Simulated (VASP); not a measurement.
# SiC (Moissanite) (P6_3mc) in VASP: further runs

Runs on SiC (Moissanite). Level: PBE. Tasks: single point.

Program: VASP 6.6.1. These are calculated values, not measurements. Logs are shortened: lines on timing, memory, paths and dates and some standing lists are left out, and cuts for length are marked.

### 1 The cell of the first run

Symmetry: P6_3mc, No. 186, hexagonal system. The conventional cell has a = 3.151 Å, b = 3.151 Å, c = 5.171 Å, α = 90.00°, β = 90.00°, γ = 120.00°. Si (site symmetry 3m) has 4 C at 1.91 to 1.99 Å within 2.5 Å. C (site symmetry 3m) has 4 Si at 1.91 to 1.99 Å within 2.5 Å.

### 2 Single point, PBE

INCAR reads:

```
ALGO = Normal
EDIFF = 1E-6
ENCUT = 520
GGA = PE
ISIF = 2
ISMEAR = -1
LASPH = T
LCHARG = F
LREAL = F
LWAVE = F
NBANDS = 16
NELM = 100
PREC = Accurate
SIGMA = 0.05
```

KPOINTS reads:

```
k-points
0
Gamma
  12 12 4
```

POSCAR reads:

```
SiC
1.0
    3.1510538071      0.0000000000      0.0000000000
   -1.5755269036      2.7288926436      0.0000000000
    0.0000000000      0.0000000000      5.1711702270
Si C
2 2
Direct
    0.3333333333      0.6666666667      0.0000000000
    0.6666666667      0.3333333333      0.5000000000
    0.3333333333      0.6666666667      0.3850000000
    0.6666666667      0.3333333333      0.8850000000
```

Potentials or basis: VASP PAW PBE potentials, release 64 (Si, C).

Started as:

```
> cat potpaw_PBE.64/Si/POTCAR potpaw_PBE.64/C/POTCAR > POTCAR
> mpirun -np 1 vasp_std > vasp.out
```

OUTCAR:

```text
EDIFF = 1E-6
   ENCUT = 520
   GGA = PE
   ISIF = 2
   ISMEAR = -1
   LASPH = T
   LREAL = F
   NELM = 100
   PREC = Accurate

 ion  position               nearest neighbor table
   1  0.333  0.667  0.000-   4 1.91   4 1.91   4 1.91   3 1.99
   2  0.667  0.333  0.500-   3 1.91   3 1.91   3 1.91   4 1.99
   3  0.333  0.667  0.385-   2 1.91   2 1.91   2 1.91   1 1.99
   4  0.667  0.333  0.885-   1 1.91   1 1.91   1 1.91   2 1.99

  LATTYP: Found a hexagonal cell.
 ALAT       =     3.1510538071
 C/A-ratio  =     1.6410923277

  Lattice vectors:

 A1 = (   3.1510538071,   0.0000000000,   0.0000000000)
 A2 = (  -1.5755269036,   2.7288926436,   0.0000000000)
 A3 = (   0.0000000000,   0.0000000000,   5.1711702270)

Analysis of symmetry for initial positions (statically):
=====================================================================
 Subroutine PRICEL returns:
 Original cell was already a primitive cell.

 Routine SETGRP: Setting up the symmetry group for a
 hexagonal supercell.

 Subroutine GETGRP returns: Found 12 space group operations
 (whereof  6 operations were pure point group operations)
 out of a pool of 24 trial point group operations.

The static configuration has the point symmetry C_3v.
 The point group associated with its full space group is C_6v.

Analysis of symmetry for dynamics (positions and initial velocities):
=====================================================================
 Subroutine PRICEL returns:
 Original cell was already a primitive cell.

 Routine SETGRP: Setting up the symmetry group for a
 hexagonal supercell.

 Subroutine GETGRP returns: Found 12 space group operations
 (whereof  6 operations were pure point group operations)
 out of a pool of 24 trial point group operations.

The dynamic configuration has the point symmetry C_3v.
 The point group associated with its full space group is C_6v.

 Subroutine INISYM returns: Found 12 space group operations
 (whereof  6 operations are pure point group operations),
 and found     1 'primitive' translations

----------------------------------------------------------------------------------------

                                     Primitive cell

  volume of cell :      44.4663

  direct lattice vectors                    reciprocal lattice vectors
     3.151053807  0.000000000  0.000000000     0.317354149  0.183224504  0.000000000
    -1.575526904  2.728892644  0.000000000     0.000000000  0.366449007  0.000000000
[... 91 lines left out ...]
   EDIFFG = 0.1E-04   stopping-criterion for IOM
   NSW    =      0    number of steps for IOM
   IBRION =     -1    ionic relax: 0-MD 1-quasi-New 2-CG
   NFREE  =      0    steps in history (QN), initial steepest desc. (CG)
   ISIF   =      2    stress and relaxation
   ISYM   =      2    0-nonsym 1-usesym 2-fastsym
   POTIM  = 0.5000    time-step for ionic-motion
   TEBEG  =    0.0;   TEEND  =   0.0 temperature during run
   PSTRESS=    0.0 pullay stress
   NELECT =      16.0000    total number of electrons
   NUPDOWN=      -1.0000    fix difference up-down
   EMIN   =  10.00;   EMAX   =-10.00  energy-range for DOS
   EFERMI =   0.00;   METHOD = LEGACY
   ISMEAR =    -1;   SIGMA  =   0.05  broadening in eV -4-tet -1-fermi 0-gaus
   EFERMI_NEDOS =   21; number of points for ismear=-14 and -15
   IALGO  =     38    algorithm
   IMIX   =      4    mixing-type and parameters
     AMIX     =   0.40;   BMIX     =  1.00
     AMIX_MAG =   1.60;   BMIX_MAG =  1.00
  volume/ion in A,a.u.               =      11.12        75.02
  Fermi-wavevector in a.u.,A,eV,Ry     =   1.164406  2.200408 18.447343  1.355841
  Thomas-Fermi vector in A             =   2.300944
   LORBIT       =      0    0 simple, 1 ext, 2 COOP (PROOUT), +10 PAW based schemes
   GGA     = PE    functional components
   LHFCALC =     F    Hartree Fock is set to
   AEXX    =    0.0000 exact exchange contribution
   IVDW    =     0    specifies the selected vdW correction
   LEPSILON=     F    determine dielectric tensor
   LRPA    =     F    only Hartree local field effects (RPA)
 non-spin polarized calculation
  energy-cutoff  :      520.00
  volume of cell :       44.47
 maximum number of plane-waves:      1209
 NGX is ok and might be reduce to    24
   NGX = 11   NGY = 11   NGZ = 19

 number of electron      16.0000000 magnetization

 Free energy of the ion-electron system (eV)
  ---------------------------------------------------
  ext. energy  EPLUGINS =         0.00000000
  ---------------------------------------------------
  free energy    TOTEN  =       -29.99279703 eV

  energy without entropy =      -29.99279703  energy(sigma->0) =      -29.99279703

 E-fermi :   8.5526     XC(G=0): -11.0356

 val. band max:        7.6120198618   @ k =   0.0000   0.0000   0.0000
 cond. band min:      10.0614349271   @ k =   0.3333   0.3333   0.0000
 fundamental gap:      2.4494150654
 Fermi energy:         8.5525821667

 k-point     1 :       0.0000    0.0000    0.0000
  band No.  band energies     occupation
      1      -7.5500      2.00000
      2      -4.3148      2.00000
      3      -0.6651      2.00000
      4       6.0913      2.00000
      5       6.0913      2.00000
      6       7.3316      2.00000
[... 433 lines left out ...]
      3       0.5054      2.00000
      4       2.2734      2.00000
      5       2.8176      2.00000
      6       4.7743      2.00000
[... 8 lines left out ...]
     15      18.1965      0.00000
     16      18.6343      0.00000

 [... further k-points ...]

------------------------ aborting loop because EDIFF is reached ----------------------------------------

  FORCE on cell =-STRESS in cart. coord.  units (eV):
  Direction    XX          YY          ZZ          XY          YZ          ZX
  --------------------------------------------------------------------------------------
  -------------------------------------------------------------------------------------
  Total       -2.7414904     -2.7414904     -3.3620659      0.0000000      0.0000000      0.0000000
  in kB      -98.7793612    -98.7793611   -121.1394790      0.0000000      0.0000000      0.0000000
  external PRESSURE =    -106.2327338 kB  Pullay stress =       0.0000000 kB

 VOLUME and BASIS-vectors are now :
 -----------------------------------------------------------------------------
  energy-cutoff  :      520.00
  volume of cell :       44.47
      direct lattice vectors                 reciprocal lattice vectors
     3.151053807  0.000000000  0.000000000     0.317354149  0.183224504  0.000000000
    -1.575526904  2.728892644  0.000000000     0.000000000  0.366449007  0.000000000
     0.000000000  0.000000000  5.171170227     0.000000000  0.000000000  0.193379826

 POSITION                                       TOTAL-FORCE (eV/Angst)
 -----------------------------------------------------------------------------------
     -0.00000      1.81926      0.00000        -0.000000      0.000000      0.645769
      1.57553      0.90963      2.58559         0.000000     -0.000000      0.645769
     -0.00000      1.81926      1.99090         0.000000     -0.000000     -0.645769
      1.57553      0.90963      4.57649        -0.000000      0.000000     -0.645769
 -----------------------------------------------------------------------------------
    total drift:                               -0.000000      0.000000     -0.000236

  FREE ENERGIE OF THE ION-ELECTRON SYSTEM (eV)
  ---------------------------------------------------
  free  energy   TOTEN  =       -29.9927970294 eV

  energy  without entropy=      -29.9927970293  energy(sigma->0) =      -29.99279703
```

OSZICAR:

```text
N       E                     dE             d eps       ncg     rms          rms(c)
DAV:   1     0.251470690884E+02    0.25147E+02   -0.69800E+03  1824   0.884E+02
DAV:   2    -0.307657119103E+02   -0.55913E+02   -0.50800E+02  2688   0.153E+02
DAV:   3    -0.333280916415E+02   -0.25624E+01   -0.25523E+01  2312   0.305E+01
DAV:   4    -0.333481633565E+02   -0.20072E-01   -0.20067E-01  2296   0.333E+00
DAV:   5    -0.333483783254E+02   -0.21497E-03   -0.21496E-03  2312   0.327E-01    0.115E+01
DAV:   6    -0.300392960723E+02    0.33091E+01   -0.61756E+00  2328   0.151E+01    0.507E+00
DAV:   7    -0.300089554632E+02    0.30341E-01   -0.96285E-01  2552   0.565E+00    0.235E+00
DAV:   8    -0.299937768679E+02    0.15179E-01   -0.40717E-02  2024   0.133E+00    0.587E-01
DAV:   9    -0.299924009490E+02    0.13759E-02   -0.72102E-03  2328   0.568E-01    0.128E-01
DAV:  10    -0.299927632057E+02   -0.36226E-03   -0.11402E-03  2224   0.192E-01    0.594E-02
DAV:  11    -0.299927952706E+02   -0.32065E-04   -0.11883E-04  2136   0.753E-02    0.139E-02
DAV:  12    -0.299927963051E+02   -0.10344E-05   -0.81936E-06  2352   0.184E-02    0.417E-03
DAV:  13    -0.299927970294E+02   -0.72432E-06   -0.63396E-07  1712   0.529E-03
   1 F= -.29992797E+02 E0= -.29992797E+02  d E =-.532462E-10
```

stdout:

```text
POSCAR found type information on POSCAR SiC
 POSCAR found :  2 types and       4 ions
 scaLAPACK will be used
 LDA part: xc-table for (Slater+PW92), standard interpolation
 POSCAR, INCAR and KPOINTS ok, starting setup
 FFT: planning ... GRIDC
 FFT: planning ... GRID_SOFT
 FFT: planning ... GRID
 WAVECAR not read
 entering main loop
```

It took 20 s on 1 thread of Intel Xeon Platinum 8488C (Sapphire Rapids), shared host; peak memory 0.17 GiB.

Results:

| Property | Result |
| --- | --- |
| Free energy | -29.9928 eV |
| Pressure | -10.6 GPa |
| Largest force | 0.646 eV/Å |
| Band gap on the k mesh | 2.45 eV, indirect (least direct gap 3.93 eV) |

Forces in eV/Å, atoms in the order of the input:
```
Si   0.000  0.000  0.646
Si   0.000  0.000  0.646
C    0.000  0.000 -0.646
C    0.000  0.000 -0.646
```

Stress tensor (GPa, compression positive):
```
 -9.88   0.00   0.00
  0.00  -9.88   0.00
  0.00   0.00 -12.11
```

Levels at points of the mesh, in eV from the valence-band top:
| k point | band 6 | band 7 | band 8 | band 9 | band 10 | band 11 |
| --- | --- | --- | --- | --- | --- | --- |
| (0.00, 0.00, 0.00) | -0.28 | -0.28 | 0.00 | 4.01 | 5.26 | 6.10 |
| (0.50, 0.00, 0.00) | -3.40 | -3.06 | -1.47 | 2.46 | 4.10 | 6.18 |
| (0.00, 0.00, 0.50) | -0.95 | -0.95 | -0.95 | 5.07 | 5.07 | 6.79 |
| (0.50, 0.00, 0.50) | -2.59 | -2.27 | -2.27 | 3.00 | 3.00 | 4.69 |

A k mesh can miss the band edges.

### 3 Single point, PBE

This run uses another cell than the first one, of 11.38 Å³/atom, 1.023 times its volume.

Edit INCAR of step 2 so:

```diff
@@ -11,3 +11,3 @@
 NBANDS = 16
-NELM = 100
+NELM = 60
 PREC = Accurate
```

KPOINTS is that of step 2.

POSCAR reads:

```
SiC
1.0
    3.1752936351      0.0000000000      0.0000000000
   -1.5876468176      2.7498849504      0.0000000000
    0.0000000000      0.0000000000      5.2109500228
Si C
2 2
Direct
    0.3333333333      0.6666666667      0.0000000000
    0.6666666667      0.3333333333      0.5000000000
    0.3333333333      0.6666666667      0.3850000000
    0.6666666667      0.3333333333      0.8850000000
```

Potentials or basis: VASP PAW PBE potentials, release 64 (Si, C).

Started as:

```
> cat potpaw_PBE.64/Si/POTCAR potpaw_PBE.64/C/POTCAR > POTCAR
> mpirun -np 1 vasp_std > vasp.out
```

OUTCAR:

```text
EDIFF = 1E-6
   ENCUT = 520
   GGA = PE
   ISIF = 2
   ISMEAR = -1
   LASPH = T
   LREAL = F
   NELM = 60
   PREC = Accurate

 ion  position               nearest neighbor table
   1  0.333  0.667  0.000-   4 1.93   4 1.93   4 1.93   3 2.01
   2  0.667  0.333  0.500-   3 1.93   3 1.93   3 1.93   4 2.01
   3  0.333  0.667  0.385-   2 1.93   2 1.93   2 1.93   1 2.01
   4  0.667  0.333  0.885-   1 1.93   1 1.93   1 1.93   2 2.01

  LATTYP: Found a hexagonal cell.
 ALAT       =     3.1752936351
 C/A-ratio  =     1.6410923277

  Lattice vectors:

 A1 = (   3.1752936351,   0.0000000000,   0.0000000000)
 A2 = (  -1.5876468176,   2.7498849504,   0.0000000000)
 A3 = (   0.0000000000,   0.0000000000,   5.2109500228)

Analysis of symmetry for initial positions (statically):
=====================================================================
 Subroutine PRICEL returns:
 Original cell was already a primitive cell.

 Routine SETGRP: Setting up the symmetry group for a
 hexagonal supercell.

 Subroutine GETGRP returns: Found 12 space group operations
 (whereof  6 operations were pure point group operations)
[... 173 lines left out ...]
 cond. band min:       9.7863285729   @ k =   0.5000   0.0000   0.0000
 fundamental gap:      2.4193413834
 Fermi energy:         8.3467013073

 k-point     1 :       0.0000    0.0000    0.0000
  band No.  band energies     occupation
      1      -7.6211      2.00000
      2      -4.4674      2.00000
      3      -0.7831      2.00000
      4       5.8582      2.00000
      5       5.8582      2.00000
      6       7.0849      2.00000
[... 433 lines left out ...]
      3       0.3214      2.00000
      4       2.0658      2.00000
      5       2.6471      2.00000
      6       4.5659      2.00000
[... 8 lines left out ...]
     15      17.7141      0.00000
     16      18.1943      0.00000

 [... further k-points ...]

------------------------ aborting loop because EDIFF is reached ----------------------------------------

  FORCE on cell =-STRESS in cart. coord.  units (eV):
  Direction    XX          YY          ZZ          XY          YZ          ZX
  --------------------------------------------------------------------------------------
  -------------------------------------------------------------------------------------
  Total       -3.9233598     -3.9233598     -4.3604046      0.0000000      0.0000000      0.0000000
  in kB     -138.1507982   -138.1507980   -153.5401811      0.0000000      0.0000000      0.0000000
  external PRESSURE =    -143.2805924 kB  Pullay stress =       0.0000000 kB

 VOLUME and BASIS-vectors are now :
 -----------------------------------------------------------------------------
  energy-cutoff  :      520.00
  volume of cell :       45.50
      direct lattice vectors                 reciprocal lattice vectors
     3.175293635  0.000000000  0.000000000     0.314931504  0.181825789  0.000000000
    -1.587646818  2.749884950  0.000000000     0.000000000  0.363651577  0.000000000
     0.000000000  0.000000000  5.210950023     0.000000000  0.000000000  0.191903587

 POSITION                                       TOTAL-FORCE (eV/Angst)
 -----------------------------------------------------------------------------------
     -0.00000      1.83326      0.00000        -0.000000     -0.000000      0.614992
      1.58765      0.91663      2.60548        -0.000000     -0.000000      0.614992
     -0.00000      1.83326      2.00622        -0.000000      0.000000     -0.614992
      1.58765      0.91663      4.61169         0.000000     -0.000000     -0.614992
 -----------------------------------------------------------------------------------
    total drift:                               -0.000000      0.000000     -0.000283

  FREE ENERGIE OF THE ION-ELECTRON SYSTEM (eV)
  ---------------------------------------------------
  free  energy   TOTEN  =       -29.9123004501 eV

  energy  without entropy=      -29.9123004501  energy(sigma->0) =      -29.91230045
```

It took 20 s on 1 thread of Intel Xeon Platinum 8488C (Sapphire Rapids), shared host; peak memory 0.17 GiB.

Results:

```yaml
Free_energy: -29.9123 eV
Pressure: -14.3 GPa
Largest_force: 0.615 eV/Å
Band_gap_on_the_k_mesh: 2.42 eV, indirect (least direct gap 3.81 eV)
```

Forces in eV/Å, atoms in the order of the input:
```
Si   0.000  0.000  0.615
Si   0.000  0.000  0.615
C    0.000  0.000 -0.615
C    0.000  0.000 -0.615
```

A k mesh can miss the band edges. As with any semilocal functional, this PBE gap is likely too small.
